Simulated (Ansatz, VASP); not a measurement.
# SrZr2O3: VASP beside Ansatz

```xyz
6
Lattice="3.3694 0.0000 0.0000 -1.6847 2.9180 0.0000 0.0000 0.0000 8.2493" Properties=species:S:1:pos:R:3 pbc="T T T"
Sr    0.0000    0.0000    0.0000
Zr    1.6847    0.9727    5.3310
Zr    0.0000    1.9453    2.9183
O     0.0000    0.0000    4.1247
O     0.0000    1.9453    6.6048
O     1.6847    0.9727    1.6445
```

Alike in both runs: functional PBE; k mesh 4 × 4 × 2; occupations gaussian, width 0.15 eV; no spin polarisation.

Ansatz relaxed the structure, and its values are those at the end. VASP's run is a single point on that final structure, the one shown.

```csv
,VASP,Ansatz
version,VASP 6.6.1,Ansatz 0.2.0
potentials or method,"VASP PAW PBE potentials, release 64 (Sr_sv, Zr_sv, O), cutoff 600 eV","scalar-relativistic, plane waves, PAW"
valence electrons in the cell,52,52
```

Ansatz gave:

```
gap on the k mesh at the Fermi level (eV) : none
pressure (GPa)                            : -0.1
rms of the force components (eV/Å)        : 0.009
```

What did VASP give for the same quantities?

gap on the k mesh at the Fermi level (eV): none; pressure (GPa): 0.3; rms of the force components (eV/Å): 0.014.

A gap of «none» marks a metal or a gap that the smearing closes.

The k mesh is coarse, so the values compare programs but aren't converged.
